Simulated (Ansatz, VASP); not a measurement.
**One calculation of CdS, two programs**

```
Cd S
1.0
     3.77879    0.00000    0.00000
     0.00000    5.68951    0.00000
     0.00000    0.00000    4.23459
Cd S
2 2
Direct
  0.50000 0.50000 0.19627
  0.00000 0.00000 0.80373
  0.50000 0.00000 0.22732
  0.00000 0.50000 0.77268
```

Alike in both runs: task single point; functional PBE; k mesh 10 × 8 × 10; occupations gaussian, width 0.05 eV; no spin polarisation.

|  | VASP | Ansatz |
| --- | --- | --- |
| version | VASP 6.6.1 | Ansatz 0.2.0 |
| potentials or method | VASP PAW PBE potentials, release 64 (Cd, S), cutoff 520 eV | scalar-relativistic, plane waves, PAW |
| valence electrons in the cell | 36 | 52 |

```tsv
	VASP	Ansatz	Ansatz less VASP
gap on the k mesh at the Fermi level (eV)	0.10	0.11	+0.011
least direct gap on the mesh (eV)	0.51	0.53	+0.023
pressure (GPa)	-2.4	-2.7	-0.29
traceless stress, the component that is largest in VASP (GPa)	4.77	4.73	-0.042
rms of the force components (eV/Å)	0.226	0.206	-0.0198
```

Atom by atom the forces differ by 0.020 eV/Å (rms over components). VASP's potentials hold 36 valence electrons a cell and Ansatz's 52, so a difference there can come from the potentials and not from the codes.
